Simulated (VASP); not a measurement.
# CdS (Hawleyite) (F-43m) in VASP: single point with PBEsol

Aim: the single point of CdS (Hawleyite) with PBEsol.

All numbers are computed with VASP 6.6.1; they aren't measurements. Logs are shortened: lines on timing, memory, paths and dates and some standing lists are left out, and cuts for length are marked.

### Step 1. The cell of the first run

Symmetry: F-43m, No. 216, cubic system. Conventional cell: a = 5.833 Å, b = 5.833 Å, c = 5.833 Å, α = 90.00°, β = 90.00°, γ = 90.00°. Cd (site symmetry -43m) has 4 S at 2.53 Å within 3.3 Å. S (site symmetry -43m) has 4 Cd at 2.53 Å within 3.3 Å.

### Step 2. Single point, PBEsol

File INCAR:

```
ALGO = Normal
EDIFF = 1E-6
ENCUT = 520
GGA = PS
ISIF = 2
ISMEAR = -1
LASPH = True
LCHARG = False
LREAL = False
LWAVE = False
NBANDS = 16
NELM = 60
PREC = Accurate
SIGMA = 0.03
```

File KPOINTS:

```
k-points
0
Gamma
  7 7 7
```

File POSCAR:

```
CdS
1.0
    0.0000000000      2.9165000000      2.9165000000
    2.9165000000      0.0000000000      2.9165000000
    2.9165000000      2.9165000000      0.0000000000
Cd S
1 1
Direct
    0.0000000000      0.0000000000      0.0000000000
    0.2500000000      0.2500000000      0.2500000000
```

Potentials or basis: VASP PAW PBE potentials, release 64 (Cd, S).

Run with:

```sh
cat potpaw_PBE.64/Cd/POTCAR potpaw_PBE.64/S/POTCAR > POTCAR
mpirun -np 1 vasp_std > vasp.out
```

OUTCAR:

```text
EDIFF = 1E-6
   ENCUT = 520
   GGA = PS
   ISIF = 2
   ISMEAR = -1
   LASPH = True
   LREAL = False
   NELM = 60
   PREC = Accurate

 ion  position               nearest neighbor table
   1  0.000  0.000  0.000-   2 2.53   2 2.53   2 2.53   2 2.53
   2  0.250  0.250  0.250-   1 2.53   1 2.53   1 2.53   1 2.53

  LATTYP: Found a face centered cubic cell.
 ALAT       =     5.8330000000

  Lattice vectors:

 A1 = (   0.0000000000,   2.9165000000,   2.9165000000)
 A2 = (   2.9165000000,   0.0000000000,   2.9165000000)
 A3 = (   2.9165000000,   2.9165000000,   0.0000000000)

Analysis of symmetry for initial positions (statically):
=====================================================================
 Subroutine PRICEL returns:
 Original cell was already a primitive cell.

 Routine SETGRP: Setting up the symmetry group for a
 face centered cubic supercell.

 Subroutine GETGRP returns: Found 24 space group operations
 (whereof 24 operations were pure point group operations)
 out of a pool of 48 trial point group operations.

The static configuration has the point symmetry T_d .

Analysis of symmetry for dynamics (positions and initial velocities):
=====================================================================
 Subroutine PRICEL returns:
 Original cell was already a primitive cell.

 Routine SETGRP: Setting up the symmetry group for a
 face centered cubic supercell.

 Subroutine GETGRP returns: Found 24 space group operations
 (whereof 24 operations were pure point group operations)
 out of a pool of 48 trial point group operations.

The dynamic configuration has the point symmetry T_d .

 Subroutine INISYM returns: Found 24 space group operations
 (whereof 24 operations are pure point group operations),
 and found     1 'primitive' translations

----------------------------------------------------------------------------------------

                                     Primitive cell

  volume of cell :      49.6153

  direct lattice vectors                    reciprocal lattice vectors
     0.000000000  2.916500000  2.916500000    -0.171438368  0.171438368  0.171438368
     2.916500000  0.000000000  2.916500000     0.171438368 -0.171438368  0.171438368
     2.916500000  2.916500000  0.000000000     0.171438368  0.171438368 -0.171438368

  length of vectors
     4.124553855  4.124553855  4.124553855     0.296939964  0.296939964  0.296939964

  position of ions in fractional coordinates (direct lattice)
     0.000000000  0.000000000  0.000000000
[... 72 lines left out ...]
   NELM   =     60;   NELMIN=  2; NELMDL= -5     # of ELM steps
   EDIFF  = 0.1E-05   stopping-criterion for ELM
   LREAL  =      F    real-space projection
   EDIFFG = 0.1E-04   stopping-criterion for IOM
   NSW    =      0    number of steps for IOM
   IBRION =     -1    ionic relax: 0-MD 1-quasi-New 2-CG
   NFREE  =      0    steps in history (QN), initial steepest desc. (CG)
   ISIF   =      2    stress and relaxation
   ISYM   =      2    0-nonsym 1-usesym 2-fastsym
   POTIM  = 0.5000    time-step for ionic-motion
   TEBEG  =    0.0;   TEEND  =   0.0 temperature during run
   PSTRESS=    0.0 pullay stress
   NELECT =      18.0000    total number of electrons
   NUPDOWN=      -1.0000    fix difference up-down
   EMIN   =  10.00;   EMAX   =-10.00  energy-range for DOS
   EFERMI =   0.00;   METHOD = LEGACY
   ISMEAR =    -1;   SIGMA  =   0.03  broadening in eV -4-tet -1-fermi 0-gaus
   EFERMI_NEDOS =   21; number of points for ismear=-14 and -15
   IALGO  =     38    algorithm
   IMIX   =      4    mixing-type and parameters
     AMIX     =   0.40;   BMIX     =  1.00
     AMIX_MAG =   1.60;   BMIX_MAG =  1.00
  volume/ion in A,a.u.               =      24.81       167.41
  Fermi-wavevector in a.u.,A,eV,Ry     =   1.167599  2.206442 18.548649  1.363287
  Thomas-Fermi vector in A             =   2.304097
   LORBIT       =      0    0 simple, 1 ext, 2 COOP (PROOUT), +10 PAW based schemes
   GGA     = PS    functional components
   LHFCALC =     F    Hartree Fock is set to
   AEXX    =    0.0000 exact exchange contribution
   IVDW    =     0    specifies the selected vdW correction
   LEPSILON=     F    determine dielectric tensor
   LRPA    =     F    only Hartree local field effects (RPA)
 non-spin polarized calculation
  energy-cutoff  :      520.00
  volume of cell :       49.62
 maximum number of plane-waves:      1363
   NGX = 15   NGY = 15   NGZ = 15

 number of electron      18.0000004 magnetization

 Free energy of the ion-electron system (eV)
  ---------------------------------------------------
  ext. energy  EPLUGINS =         0.00000000
  ---------------------------------------------------
  free energy    TOTEN  =        -6.81289170 eV

  energy without entropy =       -6.81289170  energy(sigma->0) =       -6.81289170

 E-fermi :   1.7336     XC(G=0):  -9.3780

 val. band max:        1.2127776635   @ k =   0.0000   0.0000   0.0000
 cond. band min:       2.2203549331   @ k =   0.0000   0.0000   0.0000
 fundamental gap:      1.0075772697
 Fermi energy:         1.7336025172

 k-point     1 :       0.0000    0.0000    0.0000
  band No.  band energies     occupation
      1     -11.1717      2.00000
      2      -6.5172      2.00000
      3      -6.5172      2.00000
      4      -6.5172      2.00000
      5      -6.0291      2.00000
      6      -6.0291      2.00000
[... 357 lines left out ...]
      3      -6.2539      2.00000
      4      -6.0818      2.00000
      5      -6.0117      2.00000
      6      -5.4200      2.00000
[... 8 lines left out ...]
     15      13.4433      0.00000
     16      15.1585      0.00000

------------------------ aborting loop because EDIFF is reached ----------------------------------------

  FORCE on cell =-STRESS in cart. coord.  units (eV):
  Direction    XX          YY          ZZ          XY          YZ          ZX
  --------------------------------------------------------------------------------------
  -------------------------------------------------------------------------------------
  Total        0.0372553      0.0372553      0.0372553     -0.0000000      0.0000000      0.0000000
  in kB        1.2030478      1.2030478      1.2030478     -0.0000000      0.0000000      0.0000000
  external PRESSURE =       1.2030478 kB  Pullay stress =       0.0000000 kB

 VOLUME and BASIS-vectors are now :
 -----------------------------------------------------------------------------
  energy-cutoff  :      520.00
  volume of cell :       49.62
      direct lattice vectors                 reciprocal lattice vectors
     0.000000000  2.916500000  2.916500000    -0.171438368  0.171438368  0.171438368
     2.916500000  0.000000000  2.916500000     0.171438368 -0.171438368  0.171438368
     2.916500000  2.916500000  0.000000000     0.171438368  0.171438368 -0.171438368

 POSITION                                       TOTAL-FORCE (eV/Angst)
 -----------------------------------------------------------------------------------
      0.00000      0.00000      0.00000         0.000000      0.000000      0.000000
      1.45825      1.45825      1.45825        -0.000000     -0.000000     -0.000000
 -----------------------------------------------------------------------------------
    total drift:                               -0.000000     -0.000000     -0.000000

  FREE ENERGIE OF THE ION-ELECTRON SYSTEM (eV)
  ---------------------------------------------------
  free  energy   TOTEN  =        -6.8128916975 eV

  energy  without entropy=       -6.8128916969  energy(sigma->0) =       -6.81289170
```

Run time: 11 s. Hardware: 1 thread of Intel Xeon Platinum 8488C (Sapphire Rapids), shared host; peak memory 0.18 GiB.

What came out:

```yaml
Free_energy: -6.8129 eV
Pressure: 0.1 GPa
Band_gap_on_the_k_mesh: 1.01 eV, direct
```

Levels at points of the mesh, in eV from the valence-band top:
| k point | band 7 | band 8 | band 9 | band 10 | band 11 | band 12 |
| --- | --- | --- | --- | --- | --- | --- |
| (0.00, 0.00, 0.00) | 0.00 | 0.00 | 0.00 | 1.01 | 6.44 | 6.44 |

Caveat: the PAW data sets were made with another functional, which shifts forces and pressure a little.
